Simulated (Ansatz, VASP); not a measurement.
## Two plane-wave programs on Al3GaAs4

```xyz
8
Lattice="4.0552 0.0000 0.0000 0.0000 8.1095 0.0000 0.0000 0.0000 5.7295" Properties=species:S:1:pos:R:3 pbc="T T T"
Al    0.0000    0.0000    0.0020
Al    2.0276    2.0252    2.8648
Al    2.0276    6.0843    2.8648
Ga    0.0000    4.0548    5.7286
As    0.0000    6.0886    4.2921
As    2.0276    0.0000    1.4317
As    0.0000    2.0209    4.2921
As    2.0276    4.0548    1.4418
```

Alike in both runs: functional PBE; k mesh 8 × 4 × 6; occupations gaussian, width 0.02 eV; no spin polarisation.

Ansatz relaxed the structure, and its values are those at the end. VASP's run is a single point on that final structure, the one shown.

```csv
,VASP,Ansatz
version,VASP 6.6.1,Ansatz 0.2.0
potentials or method,"VASP PAW PBE potentials, release 64 (Al, Ga_d, As), cutoff 520 eV","scalar-relativistic, plane waves, PAW"
valence electrons in the cell,42,82
```

```tsv
	VASP	Ansatz	Ansatz less VASP
gap on the k mesh at the Fermi level (eV)	1.30	1.30	-0.003
least direct gap on the mesh (eV)	1.30	1.30	-0.003
pressure (GPa)	0.2	0.0	-0.16
```

With one functional, cell and mesh, what is left measures potentials, basis and numerics. VASP's potentials hold 42 valence electrons a cell and Ansatz's 82, so a difference there can come from the potentials and not from the codes.
